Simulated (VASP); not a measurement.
# MgO (gw) (Immm) in VASP: single point with PBEsol

Aim: the single point of MgO (gw) with PBEsol.

Program: VASP 6.6.1. These are calculated values, not measurements. Logs are shortened: lines on timing, memory, paths and dates and some standing lists are left out, and cuts for length are marked.

## (1) The cell of the first run

It takes space group Immm (No. 71, orthorhombic). The conventional cell has a = 2.950 Å, b = 2.993 Å, c = 4.173 Å, α = 90.00°, β = 90.00°, γ = 90.00°. Within 2.8 Å of Mg (site symmetry mmm) lie 6 O at 2.09 to 2.10 Å. O (site symmetry mmm) has 6 Mg at 2.09 to 2.10 Å within 2.8 Å.

## (2) Single point, PBEsol

INCAR

```
ALGO     = Normal         # electronic algorithm
EDIFF    = 1E-6           # SCF threshold, eV
ENCUT    = 600            # plane-wave cutoff, eV
GGA      = PS             # functional
GGA_COMPAT= F            
ISIF     = 2              # what is computed and relaxed
ISMEAR   = 0              # smearing method
LASPH    = T              # aspherical terms in the spheres
LCHARG   = T              # write CHGCAR
LELF     = T              # ELF
LREAL    = F              # projectors in reciprocal space
LVHAR    = T            
LWAVE    = F              # write WAVECAR
NBANDS   = 11             # bands
NELM     = 120            # most SCF steps
PREC     = Accurate       # precision mode
SIGMA    = 0.01           # smearing width, eV
```

KPOINTS

```
k-points
0
Gamma
  6 6 6
```

POSCAR

```
MgO
1.0
    0.0150839480      2.1013882475      2.0863042994
    2.1013882475      0.0150839480      2.0863042994
    2.1164721955      2.1164721955      0.0000000000
Mg O
1 1
Direct
    0.0000000000      0.0000000000      0.0000000000
    0.5000000000      0.5000000000      0.5000000000
```

Potentials or basis: VASP PAW PBE potentials, release 64 (Mg, O).

Started as:

```sh
> cat potpaw_PBE.64/Mg/POTCAR potpaw_PBE.64/O/POTCAR > POTCAR
> mpirun -np 1 vasp_std > vasp.out
```

OUTCAR:

```text
EDIFF = 1E-6
   ENCUT = 600
   GGA = PS
   ISIF = 2
   ISMEAR = 0
   LASPH = T
   LREAL = F
   NELM = 120
   PREC = Accurate

 ion  position               nearest neighbor table
   1  0.000  0.000  0.000-   2 2.09   2 2.09   2 2.10   2 2.10   2 2.10   2 2.10
   2  0.500  0.500  0.500-   1 2.09   1 2.09   1 2.10   1 2.10   1 2.10   1 2.10

  LATTYP: Found a body centered orthorhombic cell.
 ALAT       =     2.9504798356
 B/A-ratio  =     1.0144599692
 C/A-ratio  =     1.4142135623

  Lattice vectors:

 A1 = (   2.1013882475,   0.0150839480,  -2.0863042994)
 A2 = (  -2.1013882475,  -0.0150839480,  -2.0863042994)
 A3 = (   0.0150839480,   2.1013882475,   2.0863042994)

Analysis of symmetry for initial positions (statically):
=====================================================================
 Subroutine PRICEL returns:
 Original cell was already a primitive cell.

 Routine SETGRP: Setting up the symmetry group for a
 body centered orthorhombic supercell.

 Subroutine GETGRP returns: Found  8 space group operations
 (whereof  8 operations were pure point group operations)
 out of a pool of  8 trial point group operations.

The static configuration has the point symmetry D_2h.

Analysis of symmetry for dynamics (positions and initial velocities):
=====================================================================
 Subroutine PRICEL returns:
 Original cell was already a primitive cell.

 Routine SETGRP: Setting up the symmetry group for a
 body centered orthorhombic supercell.

 Subroutine GETGRP returns: Found  8 space group operations
 (whereof  8 operations were pure point group operations)
 out of a pool of  8 trial point group operations.

The dynamic configuration has the point symmetry D_2h.

 Subroutine INISYM returns: Found  8 space group operations
 (whereof  8 operations are pure point group operations),
 and found     1 'primitive' translations

----------------------------------------------------------------------------------------

                                     Primitive cell

  volume of cell :      18.4246

  direct lattice vectors                    reciprocal lattice vectors
     0.015083948  2.101388248  2.086304299    -0.239658232  0.239658232  0.239658232
     2.101388248  0.015083948  2.086304299     0.239658232 -0.239658232  0.239658232
     2.116472196  2.116472196  0.000000000     0.236242177  0.236242177 -0.239658232

  length of vectors
     2.961203425  2.961203425  2.993143683     0.415100234  0.415100234  0.411165175

  position of ions in fractional coordinates (direct lattice)
[... 77 lines left out ...]
   ENCUT  =  600.0 eV  44.10 Ry    6.64 a.u.   5.91  5.91  5.98*2*pi/ulx,y,z
   NELM   =    120;   NELMIN=  2; NELMDL= -5     # of ELM steps
   EDIFF  = 0.1E-05   stopping-criterion for ELM
   LREAL  =      F    real-space projection
   EDIFFG = 0.1E-04   stopping-criterion for IOM
   NSW    =      0    number of steps for IOM
   IBRION =     -1    ionic relax: 0-MD 1-quasi-New 2-CG
[... 8 lines left out ...]
   EMIN   =  10.00;   EMAX   =-10.00  energy-range for DOS
   EFERMI =   0.00;   METHOD = LEGACY
   ISMEAR =     0;   SIGMA  =   0.01  broadening in eV -4-tet -1-fermi 0-gaus
   EFERMI_NEDOS =   21; number of points for ismear=-14 and -15
   IALGO  =     38    algorithm
   IMIX   =      4    mixing-type and parameters
     AMIX     =   0.40;   BMIX     =  1.00
     AMIX_MAG =   1.60;   BMIX_MAG =  1.00
  volume/ion in A,a.u.               =       9.21        62.17
  Fermi-wavevector in a.u.,A,eV,Ry     =   1.239668  2.342634 20.909131  1.536778
  Thomas-Fermi vector in A             =   2.374142
   LORBIT       =      0    0 simple, 1 ext, 2 COOP (PROOUT), +10 PAW based schemes
   GGA     = PS    functional components
   LHFCALC =     F    Hartree Fock is set to
   AEXX    =    0.0000 exact exchange contribution
   IVDW    =     0    specifies the selected vdW correction
   LEPSILON=     F    determine dielectric tensor
   LRPA    =     F    only Hartree local field effects (RPA)
 non-spin polarized calculation
 Gauss-broadening in eV      SIGMA  =   0.01
  energy-cutoff  :      600.00
  volume of cell :       18.42
 maximum number of plane-waves:       628
   NGX = 11   NGY = 11   NGZ = 11

 number of electron       8.0000003 magnetization

 Free energy of the ion-electron system (eV)
  ---------------------------------------------------
  ext. energy  EPLUGINS =         0.00000000
  ---------------------------------------------------
  free energy    TOTEN  =       -12.51120319 eV

  energy without entropy =      -12.51120319  energy(sigma->0) =      -12.51120319

 E-fermi :   3.3434     XC(G=0): -11.3771

 val. band max:        3.2314424923   @ k =   0.0000   0.0000   0.0000
 cond. band min:       7.9390878232   @ k =   0.0000   0.0000   0.0000
 fundamental gap:      4.7076453310
 Fermi energy:         3.3433731988

 k-point     1 :       0.0000    0.0000    0.0000
  band No.  band energies     occupation
      1     -14.1062      2.00000
      2       3.1234      2.00000
      3       3.1604      2.00000
      4       3.2314      2.00000
      5       7.9391      0.00000
      6      18.6471      0.00000
      7      18.9369      0.00000
      8      19.0694      0.00000
      9      22.7579      0.00000
     10      24.5459      0.00000
     11      24.7819      0.00000
[... 309 lines left out ...]
 k-point    24 :       0.5000    0.5000    0.1667
  band No.  band energies     occupation
      1     -12.5573      2.00000
      2      -0.7189      2.00000
      3       1.1518      2.00000
      4       2.0141      2.00000
      5      12.8982      0.00000
      6      13.8737      0.00000
      7      16.2034      0.00000
      8      21.5359      0.00000
      9      21.6398      0.00000
     10      29.1027      0.00000
     11      30.0366      0.00000

 [... further k-points ...]
[... 5 lines left out ...]
  --------------------------------------------------------------------------------------
  -------------------------------------------------------------------------------------
  Total        0.1469031      0.1469031      0.3286064     -0.2416296      0.0000000      0.0000000
  in kB       12.7744917     12.7744917     28.5751663    -21.0117782      0.0000000      0.0000000
  external PRESSURE =      18.0413832 kB  Pullay stress =       0.0000000 kB

 VOLUME and BASIS-vectors are now :
 -----------------------------------------------------------------------------
  energy-cutoff  :      600.00
  volume of cell :       18.42
      direct lattice vectors                 reciprocal lattice vectors
     0.015083948  2.101388248  2.086304299    -0.239658232  0.239658232  0.239658232
     2.101388248  0.015083948  2.086304299     0.239658232 -0.239658232  0.239658232
     2.116472196  2.116472196  0.000000000     0.236242177  0.236242177 -0.239658232

 POSITION                                       TOTAL-FORCE (eV/Angst)
 -----------------------------------------------------------------------------------
      0.00000      0.00000      0.00000         0.000000      0.000000     -0.000000
      2.11647      2.11647      2.08630        -0.000000     -0.000000      0.000000
 -----------------------------------------------------------------------------------
    total drift:                               -0.000000     -0.000000      0.000000

  FREE ENERGIE OF THE ION-ELECTRON SYSTEM (eV)
  ---------------------------------------------------
  free  energy   TOTEN  =       -12.5112031908 eV

  energy  without entropy=      -12.5112031908  energy(sigma->0) =      -12.51120319
```

Run time: 18 s. Hardware: 1 thread of AMD EPYC 9R45, shared host; peak memory 0.12 GiB.

Results:

```yaml
Free_energy: -12.5112 eV
Pressure: 1.8 GPa
Band_gap_on_the_k_mesh: 4.71 eV, direct
```

Stress tensor (GPa, compression positive):
```
 1.28 -2.10  0.00
-2.10  1.28  0.00
 0.00  0.00  2.86
```

Caveat: the k points lie up to 0.43 Å⁻¹ apart; the PAW data sets were made with another functional, which shifts forces and pressure a little. Expect the measured gap to be larger: semilocal functionals such as PBEsol lack the derivative discontinuity.
